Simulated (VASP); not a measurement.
# SnSe (Fm-3m) in VASP: a series of runs

SnSe is run at these levels: PBE; tasks: single point.

All numbers are computed with VASP 6.6.1; they aren't measurements. Logs are shortened: lines on timing, memory, paths and dates and some standing lists are left out, and cuts for length are marked.

## 1. The cell of the first run

It takes space group Fm-3m (No. 225, cubic). Conventional cell: a = 6.154 Å, b = 6.154 Å, c = 6.154 Å, α = 90.00°, β = 90.00°, γ = 90.00°. Within 4.0 Å of Sn (site symmetry m-3m) lie 6 Se at 3.08 Å. Within 4.0 Å of Se (site symmetry m-3m) lie 6 Sn at 3.08 Å.

## 2. Single point, PBE

File INCAR:

```
PREC = Accurate
ENCUT = 520
EDIFF = 1E-6
ISMEAR = 0
SIGMA = 0.02
LREAL = F
LASPH = T
NELM = 100
ALGO = Normal
ISIF = 2
LWAVE = F
LCHARG = F
GGA = PE
NBANDS = 17
```

File KPOINTS:

```
Automatic mesh
0
Gamma
  10 10 10
```

File POSCAR:

```
SnSe
1.0
    0.0000000000      3.0769213847      3.0769213847
    3.0769213847      0.0000000000      3.0769213847
    3.0769213847      3.0769213847      0.0000000000
Sn Se
1 1
Direct
    0.0000000000      0.0000000000      0.0000000000
    0.5000000000      0.5000000000      0.5000000000
```

Potentials or basis: VASP PAW PBE potentials, release 64 (Sn_d, Se).

Started as:

```
cat potpaw_PBE.64/Sn_d/POTCAR potpaw_PBE.64/Se/POTCAR > POTCAR
mpirun -np 1 vasp_std > vasp.out
```

OUTCAR:

```text
PREC = Accurate
   ENCUT = 520
   EDIFF = 1E-6
   ISMEAR = 0
   LREAL = F
   LASPH = T
   NELM = 100
   ISIF = 2
   GGA = PE

 ion  position               nearest neighbor table
   1  0.000  0.000  0.000-   2 3.08   2 3.08   2 3.08   2 3.08   2 3.08   2 3.08
   2  0.500  0.500  0.500-   1 3.08   1 3.08   1 3.08   1 3.08   1 3.08   1 3.08

  LATTYP: Found a face centered cubic cell.
 ALAT       =     6.1538427694

  Lattice vectors:

 A1 = (   0.0000000000,   3.0769213847,   3.0769213847)
 A2 = (   3.0769213847,   0.0000000000,   3.0769213847)
 A3 = (   3.0769213847,   3.0769213847,   0.0000000000)

Analysis of symmetry for initial positions (statically):
=====================================================================
 Subroutine PRICEL returns:
 Original cell was already a primitive cell.

 Routine SETGRP: Setting up the symmetry group for a
 face centered cubic supercell.

 Subroutine GETGRP returns: Found 48 space group operations
 (whereof 48 operations were pure point group operations)
 out of a pool of 48 trial point group operations.

The static configuration has the point symmetry O_h .

Analysis of symmetry for dynamics (positions and initial velocities):
=====================================================================
 Subroutine PRICEL returns:
 Original cell was already a primitive cell.

 Routine SETGRP: Setting up the symmetry group for a
 face centered cubic supercell.

 Subroutine GETGRP returns: Found 48 space group operations
 (whereof 48 operations were pure point group operations)
 out of a pool of 48 trial point group operations.

The dynamic configuration has the point symmetry O_h .

 Subroutine INISYM returns: Found 48 space group operations
 (whereof 48 operations are pure point group operations),
 and found     1 'primitive' translations

----------------------------------------------------------------------------------------

                                     Primitive cell

  volume of cell :      58.2612

  direct lattice vectors                    reciprocal lattice vectors
     0.000000000  3.076921385  3.076921385    -0.162500089  0.162500089  0.162500089
     3.076921385  0.000000000  3.076921385     0.162500089 -0.162500089  0.162500089
     3.076921385  3.076921385  0.000000000     0.162500089  0.162500089 -0.162500089

  length of vectors
     4.351423953  4.351423953  4.351423953     0.281458411  0.281458411  0.281458411

  position of ions in fractional coordinates (direct lattice)
     0.000000000  0.000000000  0.000000000
     0.500000000  0.500000000  0.500000000

  ion indices of the primitive-cell ions
   primitive index   ion index
                 1           1
                 2           2

----------------------------------------------------------------------------------------

 KPOINTS: Automatic mesh

Automatic generation of k-mesh.
 Grid dimensions read from file:
 generate k-points for:   10   10   10

 Generating k-lattice:

  Cartesian coordinates                     Fractional coordinates (reciprocal lattice)
    -0.016250009  0.016250009  0.016250009     0.100000000  0.000000000  0.000000000
     0.016250009 -0.016250009  0.016250009     0.000000000  0.100000000  0.000000000
     0.016250009  0.016250009 -0.016250009     0.000000000  0.000000000  0.100000000

  Length of vectors
     0.028145841  0.028145841  0.028145841

  Shift w.r.t. Gamma in fractional coordinates (k-lattice)
     0.000000000  0.000000000  0.000000000

 Subroutine IBZKPT returns following result:
 ===========================================

 Found     47 irreducible k-points:

 Following reciprocal coordinates:
            Coordinates               Weight
  0.000000  0.000000  0.000000      1.000000
  0.100000  0.000000  0.000000      8.000000
  0.200000  0.000000  0.000000      8.000000
  0.300000  0.000000  0.000000      8.000000
  0.400000  0.000000  0.000000      8.000000
  0.500000  0.000000  0.000000      4.000000
[... 16 lines left out ...]
  0.300000  0.300000  0.000000      6.000000
  0.400000  0.300000  0.000000     24.000000
 [... further k-points ...]
   k-points           NKPTS =     47   k-points in BZ     NKDIM =     47   number of bands    NBANDS=     17
   number of dos      NEDOS =    301   number of ions     NIONS =      2
   total plane-waves  NPLWV =  32768
   dimension x,y,z NGX =    32 NGY =   32 NGZ =   32
   dimension x,y,z NGXF=    64 NGYF=   64 NGZF=   64
   ions per type =               1   1
   NGX,Y,Z   is equivalent  to a cutoff of  12.23, 12.23, 12.23 a.u.
   NGXF,Y,Z  is equivalent  to a cutoff of  24.45, 24.45, 24.45 a.u.
 SYSTEM =  unknown system
   PREC   = accura    normal or accurate (medium, high low for compatibility)
   ISTART =      0    job   : 0-new  1-cont  2-samecut
   ICHARG =      2    charge: 1-file 2-atom 10-const
   ISPIN  =      1    spin polarized calculation?
   LNONCOLLINEAR =      F non collinear calculations
   LSORBIT =      F    spin-orbit coupling
   LASPH  =      T    aspherical Exc in radial PAW
   ENCUT  =  520.0 eV  38.22 Ry    6.18 a.u.   8.09  8.09  8.09*2*pi/ulx,y,z
   NELM   =    100;   NELMIN=  2; NELMDL= -5     # of ELM steps
   EDIFF  = 0.1E-05   stopping-criterion for ELM
   LREAL  =      F    real-space projection
   EDIFFG = 0.1E-04   stopping-criterion for IOM
   NSW    =      0    number of steps for IOM
   IBRION =     -1    ionic relax: 0-MD 1-quasi-New 2-CG
   NFREE  =      0    steps in history (QN), initial steepest desc. (CG)
   ISIF   =      2    stress and relaxation
   ISYM   =      2    0-nonsym 1-usesym 2-fastsym
   POTIM  = 0.5000    time-step for ionic-motion
   TEBEG  =    0.0;   TEEND  =   0.0 temperature during run
   PSTRESS=    0.0 pullay stress
   NELECT =      20.0000    total number of electrons
   NUPDOWN=      -1.0000    fix difference up-down
   EMIN   =  10.00;   EMAX   =-10.00  energy-range for DOS
   EFERMI =   0.00;   METHOD = LEGACY
   ISMEAR =     0;   SIGMA  =   0.02  broadening in eV -4-tet -1-fermi 0-gaus
   EFERMI_NEDOS =   21; number of points for ismear=-14 and -15
   IALGO  =     38    algorithm
   IMIX   =      4    mixing-type and parameters
     AMIX     =   0.40;   BMIX     =  1.00
     AMIX_MAG =   1.60;   BMIX_MAG =  1.00
  volume/ion in A,a.u.               =      29.13       196.58
  Fermi-wavevector in a.u.,A,eV,Ry     =   1.146283  2.166160 17.877568  1.313964
  Thomas-Fermi vector in A             =   2.282968
   LORBIT       =      0    0 simple, 1 ext, 2 COOP (PROOUT), +10 PAW based schemes
   GGA     = PE    functional components
   LHFCALC =     F    Hartree Fock is set to
   AEXX    =    0.0000 exact exchange contribution
   IVDW    =     0    specifies the selected vdW correction
   LEPSILON=     F    determine dielectric tensor
   LRPA    =     F    only Hartree local field effects (RPA)
 non-spin polarized calculation
 Gauss-broadening in eV      SIGMA  =   0.02
  energy-cutoff  :      520.00
  volume of cell :       58.26
 maximum number of plane-waves:      1596
   NGX = 17   NGY = 17   NGZ = 17

 number of electron      19.9999992 magnetization

 Free energy of the ion-electron system (eV)
  ---------------------------------------------------
  ext. energy  EPLUGINS =         0.00000000
  ---------------------------------------------------
  free energy    TOTEN  =        -8.20046450 eV

  energy without entropy =       -8.20046450  energy(sigma->0) =       -8.20046450

 E-fermi :   5.1164     XC(G=0):  -9.3000

 val. band max:        4.9213523259   @ k =   0.5000   0.0000   0.0000
 cond. band min:       5.2337815836   @ k =   0.5000   0.0000   0.0000
 fundamental gap:      0.3124292577
 Fermi energy:         5.1164256768

 k-point     1 :       0.0000    0.0000    0.0000
  band No.  band energies     occupation
      1     -16.7515      2.00000
      2     -16.7515      2.00000
      3     -16.7515      2.00000
      4     -16.7469      2.00000
      5     -16.7469      2.00000
      6      -8.5547      2.00000
[... 9 lines left out ...]
     16      10.8239      0.00000
     17      12.9654      0.00000

 k-point     2 :       0.1000    0.0000    0.0000
  band No.  band energies     occupation
      1     -16.7514      2.00000
      2     -16.7510      2.00000
      3     -16.7510      2.00000
      4     -16.7471      2.00000
      5     -16.7471      2.00000
      6      -8.4929      2.00000
[... 9 lines left out ...]
     16      11.0494      0.00000
     17      13.5849      0.00000

 k-point     3 :       0.2000    0.0000    0.0000
  band No.  band energies     occupation
      1     -16.7508      2.00000
      2     -16.7507      2.00000
      3     -16.7507      2.00000
      4     -16.7464      2.00000
      5     -16.7463      2.00000
      6      -8.3201      2.00000
[... 9 lines left out ...]
     16      11.6518      0.00000
     17      15.0215      0.00000

 k-point     4 :       0.3000    0.0000    0.0000
  band No.  band energies     occupation
      1     -16.7519      2.00000
      2     -16.7519      2.00000
      3     -16.7502      2.00000
      4     -16.7439      2.00000
      5     -16.7439      2.00000
      6      -8.0794      2.00000
[... 9 lines left out ...]
     16      12.5887      0.00000
     17      16.3156      0.00000
[... 343 lines left out ...]
      1     -16.7521      2.00000
      2     -16.7499      2.00000
      3     -16.7496      2.00000
      4     -16.7468      2.00000
      5     -16.7430      2.00000
      6      -8.0004      2.00000
[... 9 lines left out ...]
     16      14.0719      0.00000
     17      14.5002      0.00000

 k-point    23 :       0.3000    0.3000    0.0000
  band No.  band energies     occupation
      1     -16.7581      2.00000
      2     -16.7547      2.00000
      3     -16.7432      2.00000
      4     -16.7431      2.00000
      5     -16.7431      2.00000
      6      -7.9316      2.00000
[... 9 lines left out ...]
     16      14.7395      0.00000
     17      14.8952      0.00000

 k-point    24 :       0.4000    0.3000    0.0000
  band No.  band energies     occupation
      1     -16.7605      2.00000
      2     -16.7545      2.00000
      3     -16.7439      2.00000
      4     -16.7416      2.00000
      5     -16.7405      2.00000
      6      -7.7628      2.00000
[... 9 lines left out ...]
     16      15.2411      0.00000
     17      16.0321      0.00000

 [... further k-points ...]
[... 5 lines left out ...]
  --------------------------------------------------------------------------------------
  -------------------------------------------------------------------------------------
  Total       -0.7374243     -0.7374243     -0.7374243     -0.0000000      0.0000000      0.0000000
  in kB      -20.2791065    -20.2791065    -20.2791065     -0.0000000      0.0000000      0.0000000
  external PRESSURE =     -20.2791065 kB  Pullay stress =       0.0000000 kB

 VOLUME and BASIS-vectors are now :
 -----------------------------------------------------------------------------
  energy-cutoff  :      520.00
  volume of cell :       58.26
      direct lattice vectors                 reciprocal lattice vectors
     0.000000000  3.076921385  3.076921385    -0.162500089  0.162500089  0.162500089
     3.076921385  0.000000000  3.076921385     0.162500089 -0.162500089  0.162500089
     3.076921385  3.076921385  0.000000000     0.162500089  0.162500089 -0.162500089

 POSITION                                       TOTAL-FORCE (eV/Angst)
 -----------------------------------------------------------------------------------
      0.00000      0.00000      0.00000         0.000000     -0.000000     -0.000000
      3.07692      3.07692      3.07692        -0.000000      0.000000      0.000000
 -----------------------------------------------------------------------------------
    total drift:                                0.000000     -0.000000     -0.000000

  FREE ENERGIE OF THE ION-ELECTRON SYSTEM (eV)
  ---------------------------------------------------
  free  energy   TOTEN  =        -8.2004644970 eV

  energy  without entropy=       -8.2004644970  energy(sigma->0) =       -8.20046450
```

It took 54 s on 1 thread of Intel Xeon 8259CL, shared host; peak memory 0.2 GiB.

Results:

```
Free energy            : -8.2005 eV
Pressure               : -2.0 GPa
Band gap on the k mesh : 0.31 eV
```

Caveat: spin-orbit coupling is left out, which moves the levels of the heavy elements. A k mesh can miss the band edges.

## 3. Single point, PBE

This run uses another cell than the first one, of 19.16 Å³/atom.

File INCAR:

```
SYSTEM = SnSe
PREC = Accurate
ENCUT = 520
EDIFF = 1E-7
ISMEAR = 0
SIGMA = 0.01
LREAL = .False.
LASPH = .True.
NELM = 80
ALGO = Normal
ISIF = 2
LWAVE = .False.
LCHARG = .False.
GGA = PE
NBANDS = 17
```

File KPOINTS:

```
regular mesh
0
Gamma
  12 12 12
  0 0 0
```

File POSCAR:

```
SnSe
1.0
    0.0000000000      2.6757581054      2.6757581054
    2.6757581054      0.0000000000      2.6757581054
    2.6757581054      2.6757581054      0.0000000000
Sn Se
1 1
Direct
    0.0000000000      0.0000000000      0.0000000000
    0.5000000000      0.5000000000      0.5000000000
```

Potentials or basis: VASP PAW PBE potentials, release 64 (Sn_d, Se).

Started as:

```
cat potpaw_PBE.64/Sn_d/POTCAR potpaw_PBE.64/Se/POTCAR > POTCAR
mpirun -np 1 vasp_std > vasp.out
```

Wall time 66 s (1 thread of Intel Xeon 8259CL, shared host); peak memory 0.19 GiB.

Results (log left out):

- Free energy: -6.6425 eV
- Pressure: 40.2 GPa
- Band gap on the k mesh: zero (bands 10 and 11 overlap by 0.13 eV)

Levels at points of the mesh, in eV from the Fermi level:
| k point | band 8 | band 9 | band 10 | band 11 | band 12 | band 13 |
| --- | --- | --- | --- | --- | --- | --- |
| (0.00, 0.00, 0.00) | -3.87 | -3.87 | -3.87 | 4.80 | 4.80 | 4.80 |
| (0.50, 0.00, 0.00) | -3.46 | -3.46 | -0.88 | 0.30 | 0.30 | 1.76 |
| (0.50, 0.50, 0.00) | -6.72 | -6.12 | -6.12 | 1.07 | 7.07 | 7.07 |

Caveat: the cell stands under pressure; semilocal functionals underestimate gaps, so a narrow gap can read as zero; spin-orbit coupling is left out, which moves the levels of the heavy elements.
